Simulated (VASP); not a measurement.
Here is a VASP 6.6.1 calculation.

File INCAR:

```
PREC = Accurate
ENCUT = 600
EDIFF = 1E-6
ISMEAR = 0
SIGMA = 0.1
LREAL = False
LASPH = True
NELM = 100
ALGO = Normal
ISIF = 3
LWAVE = False
LCHARG = False
GGA = PE
IVDW = 12
IBRION = 2
NSW = 70
EDIFFG = -0.005
```

KPOINTS

```
Automatic mesh
0
Gamma
  12 12 12
```

The input POSCAR:

```
HgTe
1.0
    0.0000000000      3.3264077980      3.3264077980
    3.3264077980      0.0000000000      3.3264077980
    3.3264077980      3.3264077980      0.0000000000
Hg Te
1 1
Direct
    0.0000000000      0.0000000000      0.0000000000
    0.2500000000      0.2500000000      0.2500000000
```

Potentials or basis: VASP PAW PBE potentials, release 64 (Hg, Te).

Launch:

```console
$ cat potpaw_PBE.64/Hg/POTCAR potpaw_PBE.64/Te/POTCAR > POTCAR
$ mpirun -np 1 vasp_std > vasp.out
```

(1) What does it give for the band gap on the k mesh?

(2) Estimate the relaxed volume.

(3) Estimate the space group after relaxing (to 0.05 Å).

(4) What does it give for the dispersion energy per atom?

## Answers

(1) zero (filled and empty bands touch).

(2) 35.13 Å³/atom.

(3) F-43m (No. 216).

(4) -0.344 eV.

Caveat: spin-orbit coupling is left out, which moves the levels of the heavy elements; pairwise dispersion overbinds metals, which lowers pressure and volume.
